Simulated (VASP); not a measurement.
Write the native input for VASP 6.6.1 that does the following.

* Task: single point
* Functional: PBE
* Potentials or basis: VASP PAW PBE potentials, release 64 (Sr_sv, P)
* Cutoff: 520 eV
* k mesh: 4 × 4 × 4
* Occupations: gaussian, width 0.1 eV
* Spin: no spin polarisation
* Dipole correction: no
* Further INCAR settings: ALGO = Normal; EDIFF = 1e-06; NBANDS = 39

The structure of Sr5P2 lies in POSCAR:

```
Sr5P2
1.0
   -3.6392268660      4.5593907943      3.6392037532
    3.6392268660     -4.5593907943      3.6392037532
    3.6392268660      4.5593907943     -3.6392037532
Sr P
5 2
Direct
    0.0000000000      0.0000000000      0.5000000000
    0.5000000000      0.5000000000      0.5000000000
    0.0000000000      0.5000000000      0.0000000000
    0.5000000000      0.0000000000      0.0000000000
    0.5000000000      0.5000000000      0.0000000000
    0.5000000000      0.0000000000      0.5000000000
    0.0000000000      0.0000000000      0.0000000000
```

The input as run:

INCAR

```
  ALGO = Normal
  EDIFF = 1E-6
  ENCUT = 520
  GGA = PE
  ISIF = 2
  ISMEAR = 0
  LASPH = True
  LCHARG = True
  LELF = True
  LREAL = False
  LVHAR = True
  LWAVE = False
  NBANDS = 39
  NELM = 60
  PREC = Accurate
  SIGMA = 0.1
```

KPOINTS

```
k-points
0
Gamma
  4 4 4
```

Potentials or basis: VASP PAW PBE potentials, release 64 (Sr_sv, P).

Launch:

```console
$ cat potpaw_PBE.64/Sr_sv/POTCAR potpaw_PBE.64/P/POTCAR > POTCAR
$ mpirun -np 1 vasp_std > vasp.out
```

Results of the run:

```json
{
  "Pressure": "0.2 GPa",
  "Band gap on the k mesh": "zero (band 30 reaches 3.34 eV, above the bottom of band 31 at 2.52 eV)"
}
```

Wall time 2.9 min on 1 thread of AMD EPYC 9R45 (Zen 5) (shared host), peak memory 0.38 GiB.
